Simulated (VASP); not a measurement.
# Mg11Zn13O24: single point with PBEsol

Mg11Zn13O24:

```
CELL_PARAMETERS angstrom
9.78915 0.00000 0.00000
0.00000 11.30354 0.00000
0.00000 0.00000 10.25452
ATOMIC_POSITIONS crystal
Mg 0.16473 0.08145 0.24743
Mg 0.99735 0.33502 0.24706
Mg 0.99997 0.33383 0.74974
Mg 0.50069 0.08614 0.74511
Mg 0.16571 0.58476 0.74988
Mg 0.00194 0.83544 0.74743
Mg 0.83588 0.08256 0.24711
Mg 0.66463 0.33479 0.24618
Mg 0.49903 0.58315 0.24595
Mg 0.83304 0.58883 0.74822
Mg 0.00098 0.16593 0.99523
Mg 0.33342 0.16577 0.50070
Mg 0.33419 0.16765 0.99553
Mg 0.99908 0.66624 0.50001
Mg 0.66457 0.16404 0.99615
Mg 0.50200 0.41548 0.49644
Mg 0.49989 0.41828 0.99633
Mg 0.33162 0.66480 0.99788
Mg 0.83202 0.41838 0.99684
Mg 0.66688 0.66771 0.99453
Mg 0.50056 0.91842 0.99660
Mg 0.83131 0.91773 0.99770
Zn 0.16422 0.08467 0.74865
Zn 0.50131 0.08557 0.25001
Zn 0.33440 0.33369 0.24711
Zn 0.33268 0.33232 0.74667
Zn 0.16750 0.58233 0.24771
Zn 0.99878 0.83231 0.24683
Zn 0.83323 0.08233 0.75045
Zn 0.66615 0.33527 0.75068
Zn 0.50199 0.58331 0.74703
Zn 0.33437 0.83202 0.24404
Zn 0.33433 0.83331 0.74808
Zn 0.83473 0.58141 0.24732
Zn 0.66608 0.83356 0.24669
Zn 0.66399 0.83240 0.74948
Zn 0.00079 0.16736 0.49327
Zn 0.16490 0.41650 0.49763
Zn 0.16880 0.41778 0.99566
Zn 0.00329 0.66565 0.99834
Zn 0.66917 0.16546 0.49727
Zn 0.33255 0.66890 0.49661
Zn 0.16520 0.91463 0.49727
Zn 0.16775 0.91612 0.99624
Zn 0.82888 0.41513 0.49678
Zn 0.66804 0.66534 0.49814
Zn 0.49919 0.91631 0.49812
Zn 0.83226 0.91784 0.49503
O 0.00079 0.16220 0.19157
O 0.99896 0.16844 0.69051
O 0.33606 0.16629 0.19290
O 0.33238 0.16717 0.68914
O 0.16770 0.41429 0.18805
O 0.16966 0.41903 0.69206
O 0.99963 0.66789 0.18631
O 0.99748 0.66802 0.69131
O 0.66898 0.16398 0.19290
O 0.66347 0.16866 0.69328
O 0.49565 0.41451 0.19076
O 0.49770 0.41319 0.69212
O 0.33253 0.66560 0.19043
O 0.33228 0.66746 0.69045
O 0.16682 0.91779 0.19078
O 0.16594 0.92042 0.68929
O 0.83595 0.41673 0.18969
O 0.83230 0.41673 0.69351
O 0.66667 0.66766 0.19085
O 0.66568 0.66613 0.68924
O 0.49711 0.91756 0.18951
O 0.49973 0.91788 0.69228
O 0.83179 0.91703 0.19255
O 0.83488 0.91264 0.69290
O 0.16338 0.08333 0.43828
O 0.16567 0.08595 0.94120
O 0.99967 0.33356 0.44198
O 0.99900 0.33795 0.93767
O 0.49865 0.08252 0.44243
O 0.49602 0.08299 0.93713
O 0.33341 0.33533 0.44005
O 0.33322 0.33219 0.94075
O 0.16386 0.58316 0.44102
O 0.16587 0.58204 0.94354
O 0.99546 0.83347 0.43720
O 0.99660 0.83145 0.93738
O 0.83437 0.08159 0.44211
O 0.83397 0.08420 0.94125
O 0.66512 0.33450 0.44318
O 0.66457 0.33297 0.93858
O 0.50225 0.57980 0.44388
O 0.50112 0.58475 0.94048
O 0.33280 0.83383 0.43985
O 0.33291 0.83202 0.94032
O 0.83096 0.58361 0.43885
O 0.83302 0.58469 0.94076
O 0.66411 0.83551 0.44181
O 0.66370 0.83722 0.93950
```

| Item | Value |
| --- | --- |
| Program | VASP 6.6.1 |
| Task | single point |
| Functional | PBEsol |
| Potentials or basis | VASP PAW PBE potentials, release 64 (Mg, Zn, O) |
| Cutoff | 700 eV |
| k mesh | 1 × 1 × 1, shifted |
| Occupations | fermi-dirac, width 0.05 eV |
| Spin | no spin polarisation |
| Dipole correction | no |
| Further INCAR settings | LREAL = Auto; ALGO = Normal; EDIFF = 1e-06; NBANDS = 376; ISYM = -1 |

| Quantity | Value |
| --- | --- |
| Pressure | 0.4 GPa |
| Largest force | 1.112 eV/Å |
| Band gap on the k mesh | 2.55 eV |

Forces in eV/Å, atoms in the order of the input:
```
Mg   0.470  0.212  0.044
Mg   0.656 -0.458  0.075
Mg   0.156  0.124 -0.642
Mg  -0.360 -0.317  0.136
Mg  -0.021 -0.077 -0.183
Mg   0.059 -0.210 -0.078
Mg  -0.219 -0.168  0.368
Mg   0.128 -0.346  0.254
Mg   0.069  0.072  0.580
Mg  -0.034 -0.633  0.000
Mg  -0.117  0.501  0.192
Mg  -0.499  0.232 -0.608
Mg  -0.097 -0.140  0.315
Mg  -0.169  0.133 -0.283
Mg  -0.144  0.185 -0.034
Mg  -0.545  0.088  0.567
Mg  -0.305 -0.233 -0.248
Mg   0.001  0.266 -0.100
Mg   0.169  0.089 -0.250
Mg   0.211  0.376  0.243
Mg  -0.509  0.055 -0.077
Mg   0.263 -0.314 -0.048
Zn   0.128  0.098 -0.174
Zn  -0.015 -0.244 -0.041
Zn  -0.421 -0.294  0.213
Zn  -0.189  0.038  0.115
Zn  -0.143 -0.104 -0.043
Zn   0.084  0.168 -0.200
Zn  -0.075 -0.016 -0.531
Zn   0.085 -0.047 -0.468
Zn  -0.359 -0.193 -0.173
Zn  -0.248  0.102  0.220
Zn  -0.116  0.188 -0.148
Zn  -0.140  0.363 -0.150
Zn  -0.104  0.031  0.216
Zn   0.115  0.169 -0.353
Zn  -0.058 -0.189  0.499
Zn   0.376 -0.036  0.175
Zn  -0.167 -0.358  0.024
Zn  -0.424  0.152 -0.389
Zn  -0.067  0.054  0.223
Zn   0.270 -0.397  0.010
Zn  -0.130  0.342 -0.156
Zn  -0.285 -0.042 -0.031
Zn   0.340  0.150  0.461
Zn  -0.392  0.337 -0.244
Zn  -0.028 -0.029  0.113
Zn  -0.121 -0.187  0.461
O   -0.152  0.781 -0.398
O   -0.122 -0.088  0.050
O   -0.440 -0.114 -0.366
O    0.025 -0.190  0.244
O   -0.310  0.211  0.275
O   -0.494 -0.040 -0.012
O    0.105 -0.293  0.690
O    0.444  0.052 -0.124
O    0.084  0.527 -0.430
O    0.544 -0.154 -0.212
O    0.854  0.584 -0.316
O    0.244  0.508 -0.230
O    0.161 -0.067 -0.156
O    0.009 -0.112  0.165
O   -0.070 -0.357 -0.178
O    0.181 -0.385  0.097
O   -0.656 -0.219 -0.148
O    0.179  0.457 -0.110
O   -0.129 -0.306 -0.343
O    0.080  0.131  0.308
O    0.332  0.035 -0.102
O   -0.047  0.079 -0.048
O    0.059  0.014 -0.447
O   -0.318  0.440 -0.173
O    0.510 -0.134  0.161
O    0.201 -0.294  0.166
O   -0.277  0.180 -0.339
O   -0.079 -0.583  0.588
O    0.137  0.210  0.220
O    0.392  0.102  0.131
O    0.004 -0.361  0.209
O    0.198  0.201  0.049
O    0.090  0.177 -0.007
O    0.328  0.255 -0.495
O    0.373 -0.312  0.450
O    0.240  0.360  0.332
O   -0.122  0.391 -0.339
O   -0.139 -0.048  0.405
O    0.070 -0.459 -0.725
O    0.150 -0.035  1.101
O   -0.296  0.442 -0.546
O   -0.161 -0.068  0.324
O   -0.077 -0.018 -0.154
O    0.096 -0.057  0.205
O    0.457 -0.139  0.228
O   -0.145 -0.030 -0.114
O    0.151 -0.372 -0.149
O    0.257 -0.393  0.411
```

Stress tensor (GPa, compression positive):
```
 0.39 -0.24 -0.26
-0.24 -0.15 -0.03
-0.26 -0.03  1.06
```

Levels at points of the mesh, in eV from the valence-band top:
```
           k point  band 318  band 319  band 320  band 321  band 322  band 323  band 324  band 325  band 326  band 327
(0.25, 0.25, 0.25)     -0.22     -0.19     -0.14     -0.03      0.00      2.55      3.62      3.83      3.88      4.55
```

It took 18 min on 4 MPI ranks on AMD EPYC 7R43 64-Core Processor (Zen 3) (shared host), peak memory 0.64 GiB a rank.

Caveat: the PAW data sets were made with another functional, which shifts forces and pressure a little; a shifted mesh leaves out Γ, where band edges can lie. A k mesh can miss the band edges.
